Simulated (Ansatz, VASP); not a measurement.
# One calculation of NaH, two programs

Contents of INCAR:

```
SYSTEM = NaH
PREC = Accurate
ENCUT = 520
EDIFF = 1E-7
ISMEAR = 0
SIGMA = 0.02
LREAL = .False.
LASPH = .True.
NELM = 60
ALGO = Normal
ISIF = 2
LWAVE = .False.
LCHARG = .False.
GGA = PE
NBANDS = 11
```

KPOINTS

```
regular mesh
0
Gamma
  8 8 8
  0 0 0
```

The input POSCAR:

```
NaH
1.0
    0.0000000000      2.4940303822      2.4940303822
    2.4940303822      0.0000000000      2.4940303822
    2.4940303822      2.4940303822      0.0000000000
Na H
1 1
Direct
    0.0000000000      0.0000000000      0.0000000000
    0.5000000000      0.5000000000      0.5000000000
```

Input for Ansatz:

```yaml
crystal:
  lattice:
    - [0.0, 2.4940303822, 2.4940303822]
    - [2.4940303822, 0.0, 2.4940303822]
    - [2.4940303822, 2.4940303822, 0.0]
  atoms:
    - { symbol: Na, position: [0.0, 0.0, 0.0] }
    - { symbol: H, position: [0.5, 0.5, 0.5] }
basis:
  ecutwfc: 420
kpoints:
  mp_grid: { grid: [8, 8, 8] }
hamiltonian:
  xc: pbe
scf:
  occupations: { method: gaussian, width: 0.02 }
output:
  forces: true
  stress: true
  eigenvalues: true
  write_density: true
  write_potential: true
  elf: true
  volumetric_format: npy
```

Alike in both runs: task single point; functional PBE; k mesh 8 × 8 × 8; occupations gaussian, width 0.02 eV; no spin polarisation.

```csv
,VASP,Ansatz
version,VASP 6.6.1,Ansatz 0.2.0
potentials or method,"VASP PAW PBE potentials, release 64 (Na_pv, H), cutoff 520 eV","scalar-relativistic, plane waves, PAW"
valence electrons in the cell,8,10
```

|  | VASP | Ansatz | Ansatz less VASP |
| --- | --- | --- | --- |
| gap on the k mesh at the Fermi level (eV) | 3.61 | 3.61 | +0.002 |
| least direct gap on the mesh (eV) | 4.41 | 4.42 | +0.004 |
| pressure (GPa) | -1.9 | -1.9 | +0.04 |

VASP's potentials hold 8 valence electrons a cell and Ansatz's 10, so a difference there can come from the potentials and not from the codes.
